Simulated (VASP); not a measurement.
# AlNi (R-3m) in VASP: a series of runs

The runs below take AlNi through single point, with PBE.

Program: VASP 6.6.1. These are calculated values, not measurements. Logs are shortened: lines on timing, memory, paths and dates and some standing lists are left out, and cuts for length are marked.

## (1) The cell of the first run

The structure is trigonal, space group R-3m (No. 166). The conventional cell has a = 3.414 Å, b = 3.414 Å, c = 7.108 Å, α = 90.00°, β = 90.00°, γ = 120.00°. Al (site symmetry -3m) has 6 Ni at 2.30 Å within 3.0 Å. Within 3.0 Å of Ni (site symmetry -3m) lie 6 Al at 2.30 Å.

## (2) Single point, PBE

File INCAR:

```
ALGO     = Fast           # electronic algorithm
EDIFF    = 1E-7           # SCF threshold, eV
ENCUT    = 520            # plane-wave cutoff, eV
GGA      = PE             # functional
ISIF     = 2              # what is computed and relaxed
ISMEAR   = 0              # smearing method
LASPH    = True           # aspherical terms in the spheres
LCHARG   = True           # write CHGCAR
LELF     = True           # ELF
LREAL    = False          # projectors in reciprocal space
LVHAR    = True         
LWAVE    = False          # write WAVECAR
NBANDS   = 14             # bands
NELM     = 80             # most SCF steps
PREC     = Accurate       # precision mode
SIGMA    = 0.15           # smearing width, eV
```

File KPOINTS:

```
k-points
0
Gamma
  18 18 18
```

File POSCAR:

```
AlNi
1.0
    2.9771959566      0.5632532891      0.5632532891
    0.5632532891      2.9771959566      0.5632532891
    0.5632532891      0.5632532891      2.9771959566
Al Ni
1 1
Direct
    0.0000000000      0.0000000000      0.0000000000
    0.5000000000      0.5000000000      0.5000000000
```

Potentials or basis: VASP PAW PBE potentials, release 64 (Al, Ni).

Started as:

```bash
$ cat potpaw_PBE.64/Al/POTCAR potpaw_PBE.64/Ni/POTCAR > POTCAR
$ mpirun -np 1 vasp_std > vasp.out
```

OUTCAR:

```text
EDIFF = 1E-7
   ENCUT = 520
   GGA = PE
   ISIF = 2
   ISMEAR = 0
   LASPH = True
   LREAL = False
   NELM = 80
   PREC = Accurate

 ion  position               nearest neighbor table
   1  0.000  0.000  0.000-   2 2.30   2 2.30   2 2.30   2 2.30   2 2.30   2 2.30
   2  0.500  0.500  0.500-   1 2.30   1 2.30   1 2.30   1 2.30   1 2.30   1 2.30

  LATTYP: Found a trigonal (rhomboedric) cell.
 ALAT       =     3.0819156866
 COS(alpha) =     0.3865030675

  Lattice vectors:

 A1 = (   2.9771959566,   0.5632532891,   0.5632532891)
 A2 = (   0.5632532891,   2.9771959566,   0.5632532891)
 A3 = (   0.5632532891,   0.5632532891,   2.9771959566)

Analysis of symmetry for initial positions (statically):
=====================================================================
 Subroutine PRICEL returns:
 Original cell was already a primitive cell.

 Routine SETGRP: Setting up the symmetry group for a
 trigonal (rhombohedral) supercell.

 Subroutine GETGRP returns: Found 12 space group operations
 (whereof 12 operations were pure point group operations)
 out of a pool of 12 trial point group operations.

The static configuration has the point symmetry D_3d.

Analysis of symmetry for dynamics (positions and initial velocities):
=====================================================================
 Subroutine PRICEL returns:
 Original cell was already a primitive cell.

 Routine SETGRP: Setting up the symmetry group for a
 trigonal (rhombohedral) supercell.

 Subroutine GETGRP returns: Found 12 space group operations
 (whereof 12 operations were pure point group operations)
 out of a pool of 12 trial point group operations.

The dynamic configuration has the point symmetry D_3d.

 Subroutine INISYM returns: Found 12 space group operations
 (whereof 12 operations are pure point group operations),
 and found     1 'primitive' translations

----------------------------------------------------------------------------------------

                                     Primitive cell

  volume of cell :      23.9128

  direct lattice vectors                    reciprocal lattice vectors
     2.977195957  0.563253289  0.563253289     0.357400824 -0.056859222 -0.056859222
     0.563253289  2.977195957  0.563253289    -0.056859222  0.357400824 -0.056859222
     0.563253289  0.563253289  2.977195957    -0.056859222 -0.056859222  0.357400824

  length of vectors
     3.081915687  3.081915687  3.081915687     0.366334944  0.366334944  0.366334944

  position of ions in fractional coordinates (direct lattice)
     0.000000000  0.000000000  0.000000000
     0.500000000  0.500000000  0.500000000
[... 84 lines left out ...]
   ISYM   =      2    0-nonsym 1-usesym 2-fastsym
   POTIM  = 0.5000    time-step for ionic-motion
   TEBEG  =    0.0;   TEEND  =   0.0 temperature during run
   PSTRESS=    0.0 pullay stress
   NELECT =      13.0000    total number of electrons
   NUPDOWN=      -1.0000    fix difference up-down
   EMIN   =  10.00;   EMAX   =-10.00  energy-range for DOS
   EFERMI =   0.00;   METHOD = LEGACY
   ISMEAR =     0;   SIGMA  =   0.15  broadening in eV -4-tet -1-fermi 0-gaus
   EFERMI_NEDOS =   21; number of points for ismear=-14 and -15
   IALGO  =     68    algorithm
   IMIX   =      4    mixing-type and parameters
     AMIX     =   0.40;   BMIX     =  1.00
     AMIX_MAG =   1.60;   BMIX_MAG =  1.00
  volume/ion in A,a.u.               =      11.96        80.69
  Fermi-wavevector in a.u.,A,eV,Ry     =   1.336122  2.524904 24.289410  1.785221
  Thomas-Fermi vector in A             =   2.464773
   LORBIT       =      0    0 simple, 1 ext, 2 COOP (PROOUT), +10 PAW based schemes
   GGA     = PE    functional components
   LHFCALC =     F    Hartree Fock is set to
   AEXX    =    0.0000 exact exchange contribution
   IVDW    =     0    specifies the selected vdW correction
   LEPSILON=     F    determine dielectric tensor
   LRPA    =     F    only Hartree local field effects (RPA)
 non-spin polarized calculation
 RMM-DIIS sequential band-by-band and
 Gauss-broadening in eV      SIGMA  =   0.15
  energy-cutoff  :      520.00
  volume of cell :       23.91
 maximum number of plane-waves:       658
   NGX = 11   NGY = 11   NGZ = 11

 number of electron      13.0000004 magnetization

 Free energy of the ion-electron system (eV)
  ---------------------------------------------------
  ext. energy  EPLUGINS =         0.00000000
  ---------------------------------------------------
  free energy    TOTEN  =        -9.08552229 eV

  energy without entropy =       -9.07692967  energy(sigma->0) =       -9.08122598

 E-fermi :  10.1396     XC(G=0): -11.9795

 val. band max:       10.1341748048   @ k =  -0.2778  -0.4444   0.2222
 cond. band min:      10.1415590307   @ k =   0.4444   0.2222   0.1111
 fundamental gap:      0.0073842259
 Fermi energy:        10.1396114187

 k-point     1 :       0.0000    0.0000    0.0000
  band No.  band energies     occupation
      1      -1.0469      2.00000
      2       7.1207      2.00000
      3       7.1207      2.00000
      4       7.5912      2.00000
      5       7.5912      2.00000
      6       7.8809      2.00000
      7      16.6658      0.00000
      8      16.6658      0.00000
      9      18.8001      0.00000
     10      20.2475      0.00000
     11      20.2475      0.00000
     12      23.0771      0.00000
     13      24.3073      0.00000
     14      26.7221      0.00000
[... 377 lines left out ...]
      1       0.1603      2.00000
      2       6.6709      2.00000
      3       7.0765      2.00000
      4       7.4816      2.00000
      5       7.6900      2.00000
      6       8.0478      2.00000
      7      12.0126      0.00000
      8      15.6589      0.00000
      9      18.3675      0.00000
     10      20.8861      0.00000
     11      21.9655      0.00000
     12      22.3877      0.00000
     13      23.5566      0.00000
     14      25.0753      0.00000

 [... further k-points ...]
[... 5 lines left out ...]
  --------------------------------------------------------------------------------------
  -------------------------------------------------------------------------------------
  Total        3.9547600      3.9547600      3.9547600     -1.0254427     -1.0254427     -1.0254427
  in kB      264.9725811    264.9725811    264.9725811    -68.7056136    -68.7056136    -68.7056136
  external PRESSURE =     264.9725811 kB  Pullay stress =       0.0000000 kB

 VOLUME and BASIS-vectors are now :
 -----------------------------------------------------------------------------
  energy-cutoff  :      520.00
  volume of cell :       23.91
      direct lattice vectors                 reciprocal lattice vectors
     2.977195957  0.563253289  0.563253289     0.357400824 -0.056859222 -0.056859222
     0.563253289  2.977195957  0.563253289    -0.056859222  0.357400824 -0.056859222
     0.563253289  0.563253289  2.977195957    -0.056859222 -0.056859222  0.357400824

 POSITION                                       TOTAL-FORCE (eV/Angst)
 -----------------------------------------------------------------------------------
      0.00000      0.00000      0.00000        -0.000000      0.000000     -0.000000
      2.05185      2.05185      2.05185         0.000000     -0.000000      0.000000
 -----------------------------------------------------------------------------------
    total drift:                                0.000000      0.000000     -0.000000

  FREE ENERGIE OF THE ION-ELECTRON SYSTEM (eV)
  ---------------------------------------------------
  free  energy   TOTEN  =        -9.0855222852 eV

  energy  without entropy=       -9.0769296736  energy(sigma->0) =       -9.08122598
```

OSZICAR:

```text
N       E                     dE             d eps       ncg     rms          rms(c)
DAV:   1     0.430660222198E+02    0.43066E+02   -0.53946E+03 16464   0.973E+02
DAV:   2    -0.823002090127E+01   -0.51296E+02   -0.46732E+02 17650   0.182E+02
DAV:   3    -0.100581710542E+02   -0.18282E+01   -0.18116E+01 19980   0.378E+01
DAV:   4    -0.100826516042E+02   -0.24481E-01   -0.24474E-01 19136   0.400E+00
DAV:   5    -0.100833665766E+02   -0.71497E-03   -0.71496E-03 20412   0.736E-01    0.102E+01
RMM:   6    -0.112072904995E+02   -0.11239E+01   -0.88158E+00 19491   0.365E+01    0.125E+01
RMM:   7    -0.909533591816E+01    0.21120E+01   -0.26366E+00 18575   0.201E+01    0.129E+00
RMM:   8    -0.909088790339E+01    0.44480E-02   -0.48071E-02 17402   0.213E+00    0.676E-01
RMM:   9    -0.908644958298E+01    0.44383E-02   -0.12169E-02 18880   0.692E-01    0.299E-01
RMM:  10    -0.908561279283E+01    0.83679E-03   -0.35468E-03 20073   0.748E-01    0.141E-01
RMM:  11    -0.908556598933E+01    0.46804E-04   -0.61443E-04 22264   0.282E-01    0.806E-02
RMM:  12    -0.908551713861E+01    0.48851E-04   -0.19056E-04 23132   0.131E-01    0.249E-02
RMM:  13    -0.908552259242E+01   -0.54538E-05   -0.41397E-05 22230   0.434E-02    0.483E-02
RMM:  14    -0.908552304228E+01   -0.44986E-06   -0.64869E-06 23865   0.179E-02    0.233E-02
RMM:  15    -0.908552260304E+01    0.43925E-06   -0.75454E-07 21857   0.691E-03    0.184E-02
RMM:  16    -0.908552246433E+01    0.13871E-06   -0.14325E-07 12904   0.299E-03    0.134E-02
RMM:  17    -0.908552229924E+01    0.16509E-06   -0.77747E-08 10686   0.228E-03    0.405E-03
RMM:  18    -0.908552228525E+01    0.13993E-07   -0.28469E-08  9761   0.129E-03
   1 F= -.90855223E+01 E0= -.90812260E+01  d E =-.859261E-02
```

stdout:

```text
POSCAR found type information on POSCAR AlNi
 POSCAR found :  2 types and       2 ions
 scaLAPACK will be used
 LDA part: xc-table for (Slater+PW92), standard interpolation
 POSCAR, INCAR and KPOINTS ok, starting setup
 FFT: planning ... GRIDC
 FFT: planning ... GRID_SOFT
 FFT: planning ... GRID
 WAVECAR not read
 entering main loop
WARNING in EDDRMM: call to ZHEGV failed, returncode =   8  4     13
WARNING in EDDRMM: call to ZHEGV failed, returncode =   6  3     13
WARNING in EDDRMM: call to ZHEGV failed, returncode =   8  4     14
WARNING in EDDRMM: call to ZHEGV failed, returncode =   6  3     14
WARNING in EDDRMM: call to ZHEGV failed, returncode =   8  4     14
WARNING in EDDRMM: call to ZHEGV failed, returncode =   8  4     13
WARNING in EDDRMM: call to ZHEGV failed, returncode =   6  3     13
WARNING in EDDRMM: call to ZHEGV failed, returncode =   6  3     13
WARNING in EDDRMM: call to ZHEGV failed, returncode =   6  3     14
WARNING in EDDRMM: call to ZHEGV failed, returncode =   8  4     14
WARNING in EDDRMM: call to ZHEGV failed, returncode =   6  3     14
 num prob  num prob  num prob WARNING in EDDRMM: call to ZHEGV failed, returncode =   8  4     13
```

Wall time 2.4 min (1 thread of Intel Xeon Platinum 8259CL at 2.50GHz (Skylake/Cascade Lake), shared host); peak memory 0.3 GiB.

What came out:

| Property | Result |
| --- | --- |
| Free energy | -9.0855 eV |
| Pressure | 26.5 GPa |

(Part 1 of 2 ends here.)
